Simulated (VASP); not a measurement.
# AlSn (P-6m2) in VASP: further runs, part 2 of 3

VASP 6.6.1.

## 3. Single point, PBE0

This run uses another cell than the first one, of 26.25 Å³/atom.

POSCAR reads:

```
AlSn
1.0
    4.2533501828      0.0000000000      0.0000000000
   -2.1266750913      3.6835093094      0.0000000000
    0.0000000000      0.0000000000      3.3503631350
Sn Al
1 1
Direct
    0.3333333333      0.6666666667      0.5000000000
    0.0000000000      0.0000000000      0.0000000000
```

INCAR.step1 reads:

```
SYSTEM = AlSn
PREC = Accurate
ENCUT = 520
EDIFF = 1E-5
ISMEAR = -1
SIGMA = 0.05
LREAL = .False.
LASPH = .True.
NELM = 100
ALGO = Normal
ISIF = 2
LWAVE = .True.
GGA = PE
NBANDS = 16
```

INCAR.step2 reads:

```
SYSTEM = AlSn
PREC = Accurate
ENCUT = 520
EDIFF = 1E-7
ISMEAR = -1
SIGMA = 0.05
LREAL = .False.
LASPH = .True.
NELM = 100
ALGO = Normal
ISIF = 2
LWAVE = .False.
LCHARG = .True.
GGA = PE
LHFCALC = .True.
AEXX = 0.25
PRECFOCK = Normal
LELF = .True.
LVHAR = .True.
ISTART = 1
NBANDS = 16
```

KPOINTS reads:

```
Automatic mesh
0
Gamma
  4 4 6
  0 0 0
```

Potentials or basis: VASP PAW PBE potentials, release 64 (Sn_d, Al).

Started as:

```bash
> cat potpaw_PBE.64/Sn_d/POTCAR potpaw_PBE.64/Al/POTCAR > POTCAR
> cp INCAR.step1 INCAR
> mpirun -np 1 vasp_std > vasp.out
> cp INCAR.step2 INCAR
> mpirun -np 1 vasp_std > vasp.out
```

It took 10 min on 1 thread of Intel Xeon 6975P-C (Granite Rapids), shared host; peak memory 0.18 GiB.

The run converged. Its results:

```yaml
Free_energy: -8.7334 eV
Pressure: -3.0 GPa
Band_gap_on_the_k_mesh: zero (an odd number of electrons rules out a gap without spin polarisation)
```

Stress tensor (GPa, compression positive):
```
-5.26  0.00  0.00
 0.00 -5.26  0.00
 0.00  0.00  1.49
```

Levels at points of the mesh, in eV from the Fermi level:
| k point | band 5 | band 6 | band 7 | band 8 | band 9 | band 10 | band 11 | band 12 |
| --- | --- | --- | --- | --- | --- | --- | --- | --- |
| (0.00, 0.00, 0.00) | -24.14 | -12.18 | -0.76 | -0.76 | 0.89 | 2.89 | 3.66 | 3.66 |
| (0.50, 0.00, 0.00) | -24.12 | -10.16 | -7.69 | -2.66 | 0.94 | 4.99 | 7.16 | 7.84 |
| (0.00, 0.00, 0.50) | -24.10 | -8.86 | -7.61 | 3.13 | 3.13 | 4.12 | 4.12 | 4.27 |
| (0.50, 0.00, 0.50) | -24.09 | -6.95 | -5.30 | -4.08 | -3.21 | 1.40 | 2.73 | 4.29 |

Caveat: the k points lie up to 0.43 Å⁻¹ apart, too coarse for converged energies and pressures of a metal; the PAW data sets were made with another functional, which shifts forces and pressure a little; spin-orbit coupling is left out, which moves the levels of the heavy elements.

## 4. Single point, RPBE+D4 (23.72 Å³/atom)

This run uses another cell than the first one, of 23.72 Å³/atom.

INCAR reads:

```
SYSTEM = AlSn
ALGO = Fast
EDIFF = 1E-6
ENCUT = 520
GGA = RP
ISIF = 2
ISMEAR = 1
IVDW = 13
LASPH = .TRUE.
LCHARG = .TRUE.
LELF = .TRUE.
LREAL = .FALSE.
LVHAR = .TRUE.
LWAVE = .FALSE.
NBANDS = 16
NELM = 80
PREC = Accurate
SIGMA = 0.2
```

KPOINTS reads:

```
k-points
0
G
  7 7 8
  0 0 0
```

POSCAR reads:

```
AlSn
1.0
    4.1124059441      0.0000000000      0.0000000000
   -2.0562029720      3.5614480182      0.0000000000
    0.0000000000      0.0000000000      3.2393413848
Sn Al
1 1
Direct
    0.3333333333      0.6666666667      0.5000000000
    0.0000000000      0.0000000000      0.0000000000
```

Potentials or basis: VASP PAW PBE potentials, release 64 (Sn_d, Al).

Started as:

```bash
> cat potpaw_PBE.64/Sn_d/POTCAR potpaw_PBE.64/Al/POTCAR > POTCAR
> mpirun -np 1 vasp_std > vasp.out
```

OUTCAR:

```text
SYSTEM = AlSn
   EDIFF = 1E-6
   ENCUT = 520
   GGA = RP
   ISIF = 2
   ISMEAR = 1
   IVDW = 13
   LASPH = .TRUE.
   LREAL = .FALSE.
   NELM = 80
   PREC = Accurate

 ion  position               nearest neighbor table
   1  0.333  0.667  0.500-   2 2.87   2 2.87   2 2.87   2 2.87   2 2.87   2 2.87
   2  0.000  0.000  0.000-   1 2.87   1 2.87   1 2.87   1 2.87   1 2.87   1 2.87

  LATTYP: Found a hexagonal cell.
 ALAT       =     4.1124059441
 C/A-ratio  =     0.7876998110

  Lattice vectors:

 A1 = (   4.1124059441,   0.0000000000,   0.0000000000)
 A2 = (  -2.0562029720,   3.5614480182,   0.0000000000)
 A3 = (   0.0000000000,   0.0000000000,   3.2393413848)

Analysis of symmetry for initial positions (statically):
=====================================================================
 Subroutine PRICEL returns:
 Original cell was already a primitive cell.

 Routine SETGRP: Setting up the symmetry group for a
 hexagonal supercell.

 Subroutine GETGRP returns: Found 12 space group operations
 (whereof 12 operations were pure point group operations)
 out of a pool of 24 trial point group operations.

The static configuration has the point symmetry D_3h.

Analysis of symmetry for dynamics (positions and initial velocities):
=====================================================================
 Subroutine PRICEL returns:
 Original cell was already a primitive cell.

 Routine SETGRP: Setting up the symmetry group for a
 hexagonal supercell.

 Subroutine GETGRP returns: Found 12 space group operations
 (whereof 12 operations were pure point group operations)
 out of a pool of 24 trial point group operations.

The dynamic configuration has the point symmetry D_3h.

 Subroutine INISYM returns: Found 12 space group operations
 (whereof 12 operations are pure point group operations),
 and found     1 'primitive' translations

----------------------------------------------------------------------------------------

                                     Primitive cell

  volume of cell :      47.4438

  direct lattice vectors                    reciprocal lattice vectors
     4.112405944  0.000000000  0.000000000     0.243166656  0.140392334  0.000000000
    -2.056202972  3.561448018  0.000000000     0.000000000  0.280784668  0.000000000
     0.000000000  0.000000000  3.239341385     0.000000000  0.000000000  0.308704728

  length of vectors
     4.112405944  4.112405944  3.239341385     0.280784668  0.280784668  0.308704728

  position of ions in fractional coordinates (direct lattice)
     0.333333333  0.666666667  0.500000000
     0.000000000  0.000000000  0.000000000

  ion indices of the primitive-cell ions
   primitive index   ion index
                 1           1
                 2           2

----------------------------------------------------------------------------------------

 KPOINTS: k-points

Automatic generation of k-mesh.
 Grid dimensions read from file:
 generate k-points for:    7    7    8

 Generating k-lattice:

  Cartesian coordinates                     Fractional coordinates (reciprocal lattice)
     0.034738094  0.020056048  0.000000000     0.142857143  0.000000000  0.000000000
     0.000000000  0.040112095  0.000000000     0.000000000  0.142857143  0.000000000
     0.000000000  0.000000000  0.038588091     0.000000000  0.000000000  0.125000000

  Length of vectors
     0.040112095  0.040112095  0.038588091

  Shift w.r.t. Gamma in fractional coordinates (k-lattice)
     0.000000000  0.000000000  0.000000000

 Subroutine IBZKPT returns following result:
 ===========================================

 Found     40 irreducible k-points:

 Following reciprocal coordinates:
            Coordinates               Weight
  0.000000  0.000000  0.000000      1.000000
  0.142857  0.000000  0.000000      6.000000
  0.285714 -0.000000  0.000000      6.000000
  0.428571 -0.000000  0.000000      6.000000
  0.142857  0.142857  0.000000      6.000000
  0.285714  0.142857  0.000000     12.000000
[... 16 lines left out ...]
  0.428571  0.142857  0.250000     12.000000
  0.285714  0.285714  0.250000     12.000000
 [... further k-points ...]
   k-points           NKPTS =     40   k-points in BZ     NKDIM =     40   number of bands    NBANDS=     16
   number of dos      NEDOS =    301   number of ions     NIONS =      2
   total plane-waves  NPLWV =  24576
   dimension x,y,z NGX =    32 NGY =   32 NGZ =   24
   dimension x,y,z NGXF=    64 NGYF=   64 NGZF=   48
   ions per type =               1   1
   NGX,Y,Z   is equivalent  to a cutoff of  12.94, 12.94, 12.32 a.u.
   NGXF,Y,Z  is equivalent  to a cutoff of  25.87, 25.87, 24.63 a.u.
 SYSTEM =  AlSn
   PREC   = accura    normal or accurate (medium, high low for compatibility)
   ISTART =      0    job   : 0-new  1-cont  2-samecut
   ICHARG =      2    charge: 1-file 2-atom 10-const
   ISPIN  =      1    spin polarized calculation?
   LNONCOLLINEAR =      F non collinear calculations
   LSORBIT =      F    spin-orbit coupling
   LASPH  =      T    aspherical Exc in radial PAW
   ENCUT  =  520.0 eV  38.22 Ry    6.18 a.u.   7.65  7.65  6.02*2*pi/ulx,y,z
   NELM   =     80;   NELMIN=  2; NELMDL= -5     # of ELM steps
   EDIFF  = 0.1E-05   stopping-criterion for ELM
   LREAL  =      F    real-space projection
   EDIFFG = 0.1E-04   stopping-criterion for IOM
   NSW    =      0    number of steps for IOM
   IBRION =     -1    ionic relax: 0-MD 1-quasi-New 2-CG
   NFREE  =      0    steps in history (QN), initial steepest desc. (CG)
   ISIF   =      2    stress and relaxation
   ISYM   =      2    0-nonsym 1-usesym 2-fastsym
   POTIM  = 0.5000    time-step for ionic-motion
   TEBEG  =    0.0;   TEEND  =   0.0 temperature during run
   PSTRESS=    0.0 pullay stress
   NELECT =      17.0000    total number of electrons
   NUPDOWN=      -1.0000    fix difference up-down
   EMIN   =  10.00;   EMAX   =-10.00  energy-range for DOS
   EFERMI =   0.00;   METHOD = LEGACY
   ISMEAR =     1;   SIGMA  =   0.20  broadening in eV -4-tet -1-fermi 0-gaus
   EFERMI_NEDOS =   21; number of points for ismear=-14 and -15
   IALGO  =     68    algorithm
   IMIX   =      4    mixing-type and parameters
     AMIX     =   0.40;   BMIX     =  1.00
     AMIX_MAG =   1.60;   BMIX_MAG =  1.00
  volume/ion in A,a.u.               =      23.72       160.08
  Fermi-wavevector in a.u.,A,eV,Ry     =   1.162781  2.197338 18.395898  1.352060
  Thomas-Fermi vector in A             =   2.299339
   LORBIT       =      0    0 simple, 1 ext, 2 COOP (PROOUT), +10 PAW based schemes
   GGA     = RP    functional components
   LHFCALC =     F    Hartree Fock is set to
   AEXX    =    0.0000 exact exchange contribution
   IVDW    =    13    specifies the selected vdW correction
   LEPSILON=     F    determine dielectric tensor
   LRPA    =     F    only Hartree local field effects (RPA)
 non-spin polarized calculation
 RMM-DIIS sequential band-by-band and
 Methfessel and Paxton  Order N= 1 SIGMA  =   0.20
  energy-cutoff  :      520.00
  volume of cell :       47.44
 maximum number of plane-waves:      1308
 NGX is ok and might be reduce to    32
   NGX = 15   NGY = 15   NGZ = 13

 number of electron      17.0000005 magnetization

 Free energy of the ion-electron system (eV)
  ---------------------------------------------------
  ext. energy  EPLUGINS =         0.00000000
  ---------------------------------------------------
  free energy    TOTEN  =        -6.52628130 eV

  energy without entropy =       -6.52803788  energy(sigma->0) =       -6.52686682

 E-fermi :   7.2238     XC(G=0):  -9.7431

 val. band max:        7.1798564286   @ k =   0.2857   0.2857   0.2500
 cond. band min:       7.2980773482   @ k =   0.4286   0.1429   0.5000
 fundamental gap:      0.1182209197
 Fermi energy:         7.2238325812

 k-point     1 :       0.0000    0.0000    0.0000
  band No.  band energies     occupation
      1     -14.2834      2.00000
      2     -14.1563      2.00000
      3     -14.1563      2.00000
      4     -14.1308      2.00000
      5     -14.1308      2.00000
      6      -3.6674      2.00000
[... 8 lines left out ...]
     15      19.6436      0.00000
     16      20.2809      0.00000
[... 419 lines left out ...]
 k-point    24 :       0.2857    0.2857    0.2500
  band No.  band energies     occupation
      1     -14.1814      2.00000
      2     -14.1774      2.00000
      3     -14.1641      2.00000
      4     -14.1447      2.00000
      5     -14.1337      2.00000
      6      -0.5333      2.00000
[... 8 lines left out ...]
     15      19.7930      0.00000
     16      19.8712      0.00000

 [... further k-points ...]

------------------------ aborting loop because EDIFF is reached ----------------------------------------

  DFT-D4 for vdW energy calculation

  Edisp (eV):   -1.27915

  FORCE on cell =-STRESS in cart. coord.  units (eV):
  Direction    XX          YY          ZZ          XY          YZ          ZX
  --------------------------------------------------------------------------------------
  -------------------------------------------------------------------------------------
  Total       0.06849     0.06849     0.62581     0.00000     0.00000     0.00000
  in kB       2.31289     2.31289    21.13351     0.00000     0.00000     0.00000
  external pressure =        8.59 kB  Pullay stress =        0.00 kB

 VOLUME and BASIS-vectors are now :
 -----------------------------------------------------------------------------
  energy-cutoff  :      520.00
  volume of cell :       47.44
      direct lattice vectors                 reciprocal lattice vectors
     4.112405944  0.000000000  0.000000000     0.243166656  0.140392334  0.000000000
    -2.056202972  3.561448018  0.000000000     0.000000000  0.280784668  0.000000000
     0.000000000  0.000000000  3.239341385     0.000000000  0.000000000  0.308704728

 POSITION                                       TOTAL-FORCE (eV/Angst)
 -----------------------------------------------------------------------------------
     -0.00000      2.37430      1.61967        -0.000000     -0.000000      0.000000
      0.00000      0.00000      0.00000         0.000000      0.000000      0.000000
 -----------------------------------------------------------------------------------
    total drift:                               -0.000000      0.000000     -0.000000

  FREE ENERGIE OF THE ION-ELECTRON SYSTEM (eV)
  ---------------------------------------------------
  free  energy   TOTEN  =        -7.8054338375 eV

  energy  without entropy=       -7.8071904243  energy(sigma->0) =       -7.80601937
```

OSZICAR:

```text
N       E                     dE             d eps       ncg     rms          rms(c)
DAV:   1     0.972484739581E+02    0.97248E+02   -0.78298E+03  1304   0.128E+03
DAV:   2     0.128071819391E+01   -0.95968E+02   -0.91526E+02  1400   0.331E+02
DAV:   3    -0.635931320907E+01   -0.76400E+01   -0.76044E+01  1640   0.739E+01
DAV:   4    -0.654792338318E+01   -0.18861E+00   -0.18858E+00  1552   0.125E+01
DAV:   5    -0.655618563927E+01   -0.82623E-02   -0.82622E-02  1904   0.251E+00    0.269E+00
RMM:   6    -0.653520106262E+01    0.20985E-01   -0.14396E-02  1624   0.142E+00    0.159E+00
RMM:   7    -0.652568259495E+01    0.95185E-02   -0.22328E-02  1574   0.164E+00    0.135E-01
RMM:   8    -0.652608582537E+01   -0.40323E-03   -0.30784E-03  1769   0.563E-01    0.612E-02
RMM:   9    -0.652626184255E+01   -0.17602E-03   -0.10964E-03  1990   0.273E-01    0.238E-02
RMM:  10    -0.652627743723E+01   -0.15595E-04   -0.13778E-04  1899   0.118E-01    0.867E-03
RMM:  11    -0.652628116821E+01   -0.37310E-05   -0.51254E-05  2109   0.562E-02    0.260E-03
RMM:  12    -0.652628129515E+01   -0.12694E-06   -0.34405E-06  1502   0.176E-02
   1 F= -.78054338E+01 E0= -.78060194E+01  d E =0.175659E-02
```

Run time: 22 s. Hardware: 1 thread of Intel Xeon Platinum 8488C (Sapphire Rapids), shared host; peak memory 0.17 GiB.

Results:

```yaml
Free_energy: -7.8054 eV
Pressure: 0.9 GPa
Band_gap_on_the_k_mesh: zero (an odd number of electrons rules out a gap without spin polarisation)
Dispersion_energy_per_atom: -0.640 eV
```

Caveat: the PAW data sets were made with another functional, which shifts forces and pressure a little; spin-orbit coupling is left out, which moves the levels of the heavy elements.

(Continued in part 3 of 3.)
